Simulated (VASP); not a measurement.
# Zr3Si (Pm-3m) in VASP: single point with r2SCAN

Aim: the single point of Zr3Si with r2SCAN.

Everything below comes from runs of VASP 6.6.1. Logs are shortened: lines on timing, memory, paths and dates and some standing lists are left out, and cuts for length are marked.

## 1. The cell of the first run

It takes space group Pm-3m (No. 221, cubic). Conventional cell: a = 4.305 Å, b = 4.305 Å, c = 4.305 Å, α = 90.00°, β = 90.00°, γ = 90.00°. Zr (site symmetry 4/mmm) has 8 Zr at 3.04 Å and 4 Si at 3.04 Å within 4.0 Å. Within 4.0 Å of Si (site symmetry m-3m) lie 12 Zr at 3.04 Å.

## 2. Single point, r2SCAN

Input file POSCAR:

```
Zr3Si
1.0
    4.3050756973      0.0000000000      0.0000000000
    0.0000000000      4.3050756973      0.0000000000
    0.0000000000      0.0000000000      4.3050756973
Zr Si
3 1
Direct
    0.0000000000      0.5000000000      0.5000000000
    0.5000000000      0.0000000000      0.5000000000
    0.5000000000      0.5000000000      0.0000000000
    0.0000000000      0.0000000000      0.0000000000
```

Input file INCAR.step1:

```
ALGO     = Normal         # electronic algorithm
EDIFF    = 1E-4           # SCF threshold, eV
ENCUT    = 520            # plane-wave cutoff, eV
GGA      = PE             # functional
ISMEAR   = 0              # smearing method
LASPH    = T              # aspherical terms in the spheres
LCHARG   = F              # write CHGCAR
LREAL    = F              # projectors in reciprocal space
LWAVE    = T              # write WAVECAR
NBANDS   = 28             # bands
NELM     = 80             # most SCF steps
PREC     = Accurate       # precision mode
SIGMA    = 0.1            # smearing width, eV
```

Input file INCAR.step2:

```
ALGO     = Normal         # electronic algorithm
EDIFF    = 1E-6           # SCF threshold, eV
ENCUT    = 520            # plane-wave cutoff, eV
ISIF     = 2              # what is computed and relaxed
ISMEAR   = 0              # smearing method
ISTART   = 1            
LASPH    = T              # aspherical terms in the spheres
LCHARG   = F              # write CHGCAR
LMIXTAU  = T            
LREAL    = F              # projectors in reciprocal space
LWAVE    = F              # write WAVECAR
METAGGA  = R2SCAN         # meta-GGA
NBANDS   = 28             # bands
NELM     = 80             # most SCF steps
PREC     = Accurate       # precision mode
SIGMA    = 0.1            # smearing width, eV
```

Input file KPOINTS:

```
k-points
0
Gamma
  12 12 12
```

Potentials or basis: VASP PAW PBE potentials, release 64 (Zr_sv, Si).

On the command line:

```bash
$ cat potpaw_PBE.64/Zr_sv/POTCAR potpaw_PBE.64/Si/POTCAR > POTCAR
$ cp INCAR.step1 INCAR
$ mpirun -np 1 vasp_std > vasp.out
$ cp INCAR.step2 INCAR
$ mpirun -np 1 vasp_std > vasp.out
```

OUTCAR:

```text
EDIFF = 1E-6
   ENCUT = 520
   ISIF = 2
   ISMEAR = 0
   ISTART = 1
   LASPH = T
   LREAL = F
   METAGGA = R2SCAN
   NELM = 80
   PREC = Accurate

 ion  position               nearest neighbor table
   1  0.000  0.500  0.500-   2 3.04   3 3.04   4 3.04   3 3.04   4 3.04   2 3.04   4 3.04   4 3.04
                             2 3.04   3 3.04   3 3.04   2 3.04
   2  0.500  0.000  0.500-   1 3.04   3 3.04   4 3.04   3 3.04   4 3.04   1 3.04   3 3.04   3 3.04
                             1 3.04   4 3.04   4 3.04   1 3.04
   3  0.500  0.500  0.000-   1 3.04   2 3.04   4 3.04   1 3.04   2 3.04   2 3.04   4 3.04   2 3.04
                             1 3.04   4 3.04   1 3.04   4 3.04
   4  0.000  0.000  0.000-   1 3.04   2 3.04   3 3.04   1 3.04   2 3.04   1 3.04   3 3.04   1 3.04
                             2 3.04   3 3.04   2 3.04   3 3.04

  LATTYP: Found a simple cubic cell.
 ALAT       =     4.3050756973

  Lattice vectors:

 A1 = (   4.3050756973,   0.0000000000,   0.0000000000)
 A2 = (   0.0000000000,   4.3050756973,   0.0000000000)
 A3 = (   0.0000000000,   0.0000000000,   4.3050756973)

Analysis of symmetry for initial positions (statically):
=====================================================================
 Subroutine PRICEL returns:
 Original cell was already a primitive cell.

 Routine SETGRP: Setting up the symmetry group for a
 simple cubic supercell.

 Subroutine GETGRP returns: Found 48 space group operations
 (whereof 48 operations were pure point group operations)
 out of a pool of 48 trial point group operations.

The static configuration has the point symmetry O_h .

Analysis of symmetry for dynamics (positions and initial velocities):
=====================================================================
 Subroutine PRICEL returns:
 Original cell was already a primitive cell.

 Routine SETGRP: Setting up the symmetry group for a
 simple cubic supercell.

 Subroutine GETGRP returns: Found 48 space group operations
 (whereof 48 operations were pure point group operations)
 out of a pool of 48 trial point group operations.

The dynamic configuration has the point symmetry O_h .

 Subroutine INISYM returns: Found 48 space group operations
 (whereof 48 operations are pure point group operations),
 and found     1 'primitive' translations

----------------------------------------------------------------------------------------

                                     Primitive cell

  volume of cell :      79.7889

  direct lattice vectors                    reciprocal lattice vectors
     4.305075697  0.000000000  0.000000000     0.232283953  0.000000000  0.000000000
     0.000000000  4.305075697  0.000000000     0.000000000  0.232283953  0.000000000
     0.000000000  0.000000000  4.305075697     0.000000000  0.000000000  0.232283953

  length of vectors
     4.305075697  4.305075697  4.305075697     0.232283953  0.232283953  0.232283953

  position of ions in fractional coordinates (direct lattice)
     0.000000000  0.500000000  0.500000000
     0.500000000  0.000000000  0.500000000
     0.500000000  0.500000000  0.000000000
     0.000000000  0.000000000  0.000000000

  ion indices of the primitive-cell ions
   primitive index   ion index
                 1           1
                 2           2
                 3           3
                 4           4

----------------------------------------------------------------------------------------

 KPOINTS: k-points

Automatic generation of k-mesh.
 Grid dimensions read from file:
 generate k-points for:   12   12   12

 Generating k-lattice:

  Cartesian coordinates                     Fractional coordinates (reciprocal lattice)
     0.019356996  0.000000000  0.000000000     0.083333333  0.000000000  0.000000000
     0.000000000  0.019356996  0.000000000     0.000000000  0.083333333  0.000000000
     0.000000000  0.000000000  0.019356996     0.000000000  0.000000000  0.083333333

  Length of vectors
     0.019356996  0.019356996  0.019356996

  Shift w.r.t. Gamma in fractional coordinates (k-lattice)
     0.000000000  0.000000000  0.000000000

 Subroutine IBZKPT returns following result:
 ===========================================

 Found     84 irreducible k-points:

 Following reciprocal coordinates:
            Coordinates               Weight
  0.000000  0.000000  0.000000      1.000000
  0.083333  0.000000  0.000000      6.000000
  0.166667  0.000000  0.000000      6.000000
  0.250000  0.000000  0.000000      6.000000
  0.333333  0.000000  0.000000      6.000000
  0.416667  0.000000  0.000000      6.000000
[... 16 lines left out ...]
  0.333333  0.333333  0.000000     12.000000
  0.416667  0.333333  0.000000     24.000000
 [... further k-points ...]
   k-points           NKPTS =     84   k-points in BZ     NKDIM =     84   number of bands    NBANDS=     28
   number of dos      NEDOS =    301   number of ions     NIONS =      4
   total plane-waves  NPLWV =  32768
   dimension x,y,z NGX =    32 NGY =   32 NGZ =   32
   dimension x,y,z NGXF=    64 NGYF=   64 NGZF=   64
   ions per type =               3   1
   NGX,Y,Z   is equivalent  to a cutoff of  12.36, 12.36, 12.36 a.u.
   NGXF,Y,Z  is equivalent  to a cutoff of  24.71, 24.71, 24.71 a.u.
 SYSTEM =  unknown system
   PREC   = accura    normal or accurate (medium, high low for compatibility)
   ISTART =      1    job   : 0-new  1-cont  2-samecut
   ICHARG =      0    charge: 1-file 2-atom 10-const
   ISPIN  =      1    spin polarized calculation?
   LNONCOLLINEAR =      F non collinear calculations
   LSORBIT =      F    spin-orbit coupling
   LASPH  =      T    aspherical Exc in radial PAW
   ENCUT  =  520.0 eV  38.22 Ry    6.18 a.u.   8.00  8.00  8.00*2*pi/ulx,y,z
   NELM   =     80;   NELMIN=  2; NELMDL=  0     # of ELM steps
   EDIFF  = 0.1E-05   stopping-criterion for ELM
   LREAL  =      F    real-space projection
   EDIFFG = 0.1E-04   stopping-criterion for IOM
   NSW    =      0    number of steps for IOM
   IBRION =     -1    ionic relax: 0-MD 1-quasi-New 2-CG
   NFREE  =      0    steps in history (QN), initial steepest desc. (CG)
   ISIF   =      2    stress and relaxation
   ISYM   =      2    0-nonsym 1-usesym 2-fastsym
   POTIM  = 0.5000    time-step for ionic-motion
   TEBEG  =    0.0;   TEEND  =   0.0 temperature during run
   PSTRESS=    0.0 pullay stress
   NELECT =      40.0000    total number of electrons
   NUPDOWN=      -1.0000    fix difference up-down
   EMIN   =  10.00;   EMAX   =-10.00  energy-range for DOS
   EFERMI =   0.00;   METHOD = LEGACY
   ISMEAR =     0;   SIGMA  =   0.10  broadening in eV -4-tet -1-fermi 0-gaus
   EFERMI_NEDOS =   21; number of points for ismear=-14 and -15
   IALGO  =     38    algorithm
   IMIX   =      4    mixing-type and parameters
     AMIX     =   0.40;   BMIX     =  1.00
     AMIX_MAG =   1.60;   BMIX_MAG =  1.00
  volume/ion in A,a.u.               =      19.95       134.61
  Fermi-wavevector in a.u.,A,eV,Ry     =   1.300511  2.457609 23.011927  1.691329
  Thomas-Fermi vector in A             =   2.431705
   LORBIT       =      0    0 simple, 1 ext, 2 COOP (PROOUT), +10 PAW based schemes
   METAGGA = R2SCAN    functional components
   LHFCALC =     F    Hartree Fock is set to
   AEXX    =    0.0000 exact exchange contribution
   IVDW    =     0    specifies the selected vdW correction
   LEPSILON=     F    determine dielectric tensor
   LRPA    =     F    only Hartree local field effects (RPA)
 non-spin polarized calculation
 Gauss-broadening in eV      SIGMA  =   0.10
  energy-cutoff  :      520.00
  volume of cell :       79.79
 maximum number of plane-waves:      2200
   NGX = 17   NGY = 17   NGZ = 17

 number of electron      40.0000002 magnetization

 Free energy of the ion-electron system (eV)
  ---------------------------------------------------
  ext. energy  EPLUGINS =         0.00000000
  ---------------------------------------------------
  free energy    TOTEN  =       -78.54999861 eV

  energy without entropy =      -78.53104814  energy(sigma->0) =      -78.54052337

 E-fermi :   9.8021     XC(G=0): -12.2049

 val. band max:        9.7756121925   @ k =   0.5000   0.2500   0.1667
 cond. band min:       9.8079407578   @ k =   0.4167   0.3333   0.2500
 fundamental gap:      0.0323285653
 Fermi energy:         9.8021100414

 k-point     1 :       0.0000    0.0000    0.0000
  band No.  band energies     occupation
      1     -40.6290      2.00000
      2     -40.3506      2.00000
      3     -40.3506      2.00000
      4     -18.4234      2.00000
      5     -18.4234      2.00000
      6     -18.4234      2.00000
[... 20 lines left out ...]
     27      14.7114      0.00000
     28      14.7114      0.00000

 k-point     2 :       0.0833    0.0000    0.0000
  band No.  band energies     occupation
      1     -40.6248      2.00000
      2     -40.3548      2.00000
      3     -40.3505      2.00000
      4     -18.4131      2.00000
      5     -18.4131      2.00000
      6     -18.4090      2.00000
[... 20 lines left out ...]
     27      14.5567      0.00000
     28      14.7206      0.00000

 k-point     3 :       0.1667    0.0000    0.0000
  band No.  band energies     occupation
      1     -40.6127      2.00000
      2     -40.3671      2.00000
      3     -40.3503      2.00000
      4     -18.3834      2.00000
      5     -18.3834      2.00000
      6     -18.3664      2.00000
[... 20 lines left out ...]
     27      14.2093      0.00000
     28      14.7318      0.00000

 k-point     4 :       0.2500    0.0000    0.0000
  band No.  band energies     occupation
      1     -40.5938      2.00000
      2     -40.3863      2.00000
      3     -40.3500      2.00000
      4     -18.3381      2.00000
      5     -18.3381      2.00000
      6     -18.2979      2.00000
[... 20 lines left out ...]
     27      14.1763      0.00000
     28      14.5048      0.00000

 k-point     5 :       0.3333    0.0000    0.0000
  band No.  band energies     occupation
      1     -40.5705      2.00000
      2     -40.4098      2.00000
      3     -40.3498      2.00000
      4     -18.2845      2.00000
      5     -18.2845      2.00000
      6     -18.2088      2.00000
[... 20 lines left out ...]
     27      13.6731      0.00000
     28      13.7978      0.00000

 k-point     6 :       0.4167    0.0000    0.0000
  band No.  band energies     occupation
      1     -40.5477      2.00000
      2     -40.4328      2.00000
      3     -40.3496      2.00000
      4     -18.2363      2.00000
      5     -18.2363      2.00000
      6     -18.1122      2.00000
[... 463 lines left out ...]
      5     -18.1831      2.00000
      6     -18.1378      2.00000
[... 20 lines left out ...]
     27      13.1920      0.00000
     28      13.6665      0.00000

 k-point    22 :       0.5000    0.2500    0.0000
  band No.  band energies     occupation
      1     -40.5090      2.00000
      2     -40.4432      2.00000
      3     -40.3767      2.00000
      4     -18.2781      2.00000
      5     -18.2459      2.00000
      6     -18.1127      2.00000
[... 20 lines left out ...]
     27      13.4081      0.00000
     28      13.4244      0.00000

 k-point    23 :       0.3333    0.3333    0.0000
  band No.  band energies     occupation
      1     -40.5216      2.00000
      2     -40.4197      2.00000
      3     -40.3875      2.00000
      4     -18.3755      2.00000
      5     -18.1635      2.00000
      6     -18.1307      2.00000
[... 20 lines left out ...]
     27      13.1857      0.00000
     28      13.7310      0.00000

 k-point    24 :       0.4167    0.3333    0.0000
  band No.  band energies     occupation
      1     -40.5010      2.00000
      2     -40.4332      2.00000
      3     -40.3943      2.00000
      4     -18.3621      2.00000
      5     -18.2271      2.00000
      6     -18.0707      2.00000
[... 20 lines left out ...]
     27      13.3632      0.00000
     28      13.3991      0.00000

 [... further k-points ...]
[... 5 lines left out ...]
  --------------------------------------------------------------------------------------
  -------------------------------------------------------------------------------------
  Total        0.0091581      0.0091581      0.0091581     -0.0000000      0.0000000     -0.0000000
  in kB        0.1838963      0.1838963      0.1838963     -0.0000000      0.0000000     -0.0000000
  external PRESSURE =       0.1838963 kB  Pullay stress =       0.0000000 kB

 VOLUME and BASIS-vectors are now :
 -----------------------------------------------------------------------------
  energy-cutoff  :      520.00
  volume of cell :       79.79
      direct lattice vectors                 reciprocal lattice vectors
     4.305075697  0.000000000  0.000000000     0.232283953  0.000000000  0.000000000
     0.000000000  4.305075697  0.000000000     0.000000000  0.232283953  0.000000000
     0.000000000  0.000000000  4.305075697     0.000000000  0.000000000  0.232283953

 POSITION                                       TOTAL-FORCE (eV/Angst)
 -----------------------------------------------------------------------------------
      0.00000      2.15254      2.15254         0.000000      0.000000      0.000000
      2.15254      0.00000      2.15254         0.000000      0.000000      0.000000
      2.15254      2.15254      0.00000         0.000000      0.000000      0.000000
      0.00000      0.00000      0.00000         0.000000      0.000000      0.000000
 -----------------------------------------------------------------------------------
    total drift:                                0.000000     -0.000000     -0.000000

  FREE ENERGIE OF THE ION-ELECTRON SYSTEM (eV)
  ---------------------------------------------------
  free  energy   TOTEN  =       -78.5499986059 eV

  energy  without entropy=      -78.5310481414  energy(sigma->0) =      -78.54052337
```

Wall time 2.8 min (1 thread of Intel Xeon 6975P-C (Granite Rapids), shared host); peak memory 0.29 GiB.

Results:

| Quantity | Value |
| --- | --- |
| Free energy | -78.5500 eV |
| Pressure | 0.0 GPa |
| Band gap on the k mesh | zero (bands 20 and 21 overlap by 1.47 eV) |

Levels at points of the mesh, in eV from the Fermi level:
```csv
k point,band 17,band 18,band 19,band 20,band 21,band 22,band 23,band 24
"(0.00, 0.00, 0.00)",-2.11,-2.11,-2.11,-0.68,-0.68,-0.68,2.40,2.40
"(0.50, 0.00, 0.00)",-2.65,-1.39,-0.72,0.56,0.56,0.87,1.01,2.07
"(0.50, 0.50, 0.00)",-1.19,-0.68,-0.68,-0.53,0.64,0.64,1.59,2.26
"(0.50, 0.50, 0.50)",-2.23,-2.23,-2.23,0.79,0.79,0.79,1.84,2.25
```

Caveat: the PAW data sets were made with another functional, which shifts forces and pressure a little.

The gap in the log of VASP goes by the Fermi energy; the results here count the filled bands.